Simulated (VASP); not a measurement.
Set up this calculation in VASP 6.6.1, as the native input.

```yaml
Task: single point
Functional: r2SCAN
Dispersion: rVV10
Potentials_or_basis: VASP PAW PBE potentials, release 64 (Na_pv, Cl)
Cutoff: 520 eV
k_mesh: 6 × 6 × 6
Occupations: fermi-dirac, width 0.03 eV
Spin: no spin polarisation
Dipole_correction: no
Further_INCAR_settings: ALGO = Normal; EDIFF = 1e-07; NBANDS = 14
```

Crystal: NaCl.

```
Na Cl
1.0
     3.43564    0.00000    0.00000
     0.00000    3.43564    0.00000
     0.00000    0.00000    3.43564
Na Cl
1 1
Cartesian
  0.0000 0.0000 0.0000
  1.7178 1.7178 1.7178
```

The input as run:

POSCAR

```
NaCl
1.0
    3.4356424439      0.0000000000      0.0000000000
    0.0000000000      3.4356424439      0.0000000000
    0.0000000000      0.0000000000      3.4356424439
Na Cl
1 1
Direct
    0.0000000000      0.0000000000      0.0000000000
    0.5000000000      0.5000000000      0.5000000000
```

INCAR.step1

```
SYSTEM = NaCl
PREC = Accurate
ENCUT = 520
ISMEAR = -1
SIGMA = 0.03
LREAL = .False.
LASPH = .True.
NELM = 60
NBANDS = 14
GGA = PE
ALGO = Normal
EDIFF = 1E-4
LWAVE = .True.
LCHARG = .False.
```

INCAR.step2

```
SYSTEM = NaCl
PREC = Accurate
ENCUT = 520
EDIFF = 1E-7
ISMEAR = -1
SIGMA = 0.03
LREAL = .False.
LASPH = .True.
NELM = 60
ALGO = Normal
ISIF = 2
LWAVE = .False.
LCHARG = .False.
METAGGA = R2SCAN
LMIXTAU = .True.
LUSE_VDW = .True.
IVDW_NL = 2
BPARAM = 11.95
CPARAM = 0.0093
NBANDS = 14
ISTART = 1
```

KPOINTS

```
regular mesh
0
Gamma
  6 6 6
  0 0 0
```

Potentials or basis: VASP PAW PBE potentials, release 64 (Na_pv, Cl).

The run is started by

```bash
$ cat potpaw_PBE.64/Na_pv/POTCAR potpaw_PBE.64/Cl/POTCAR > POTCAR
$ cp INCAR.step1 INCAR
$ mpirun -np 1 vasp_std > vasp.out
$ cp INCAR.step2 INCAR
$ mpirun -np 1 vasp_std > vasp.out
```

It gave:

```yaml
Pressure: -0.3 GPa
Band_gap_on_the_k_mesh: 4.96 eV (least direct gap 5.51 eV)
```

Caveat: the PAW data sets were made with another functional, which shifts forces and pressure a little.

It took 77 s on 1 thread of Intel(R) Xeon(R) Platinum 8259CL CPU @ 2.50GHz (Skylake/Cascade Lake), with other jobs on the host, peak memory 0.25 GiB.
